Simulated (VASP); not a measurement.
**Hf5C3: single point with PBE**

Crystal: Hf5C3.

```xyz
8
Lattice="5.0097 0.0000 0.0000 0.0000 5.0097 0.0000 0.0000 0.0000 5.0097" Properties=species:S:1:pos:R:3 pbc="T T T"
Hf    2.5049    0.0000    0.0000
Hf    0.0000    2.5049    0.0000
Hf    0.0000    0.0000    2.5049
Hf    0.0000    0.0000    0.0000
Hf    2.5049    2.5049    2.5049
C     0.0000    2.5049    2.5049
C     2.5049    0.0000    2.5049
C     2.5049    2.5049    0.0000
```

The cell was built from a structure type or drawn by symmetry, and may not be a known phase.

```yaml
Program: VASP 6.6.1
Task: single point
Functional: PBE
Potentials_or_basis: VASP PAW PBE potentials, release 64 (Hf_pv, C)
Cutoff: 520 eV
k_mesh: 3 × 3 × 3
Occupations: gaussian, width 0.2 eV
Spin: no spin polarisation
Dipole_correction: no
Further_INCAR_settings: ALGO = Normal; EDIFF = 1e-06; NBANDS = 41
```

| Item | Value |
| --- | --- |
| Pressure | -0.5 GPa |
| Band gap on the k mesh | zero (bands 31 and 32 overlap by 0.15 eV) |

Levels at points of the mesh, in eV from the Fermi level:
| k point | band 26 | band 27 | band 28 | band 29 | band 30 | band 31 | band 32 | band 33 | band 34 | band 35 |
| --- | --- | --- | --- | --- | --- | --- | --- | --- | --- | --- |
| (0.00, 0.00, 0.00) | -2.04 | -2.04 | -0.59 | -0.59 | -0.59 | 0.11 | 0.11 | 0.11 | 0.39 | 0.39 |

It took 14 s on 1 thread of Intel(R) Xeon(R) 6975P-C (Granite Rapids) (shared host), peak memory 0.23 GiB.

Caveat: the k points lie up to 0.42 Å⁻¹ apart; spin-orbit coupling is left out, which moves the levels of the heavy elements.
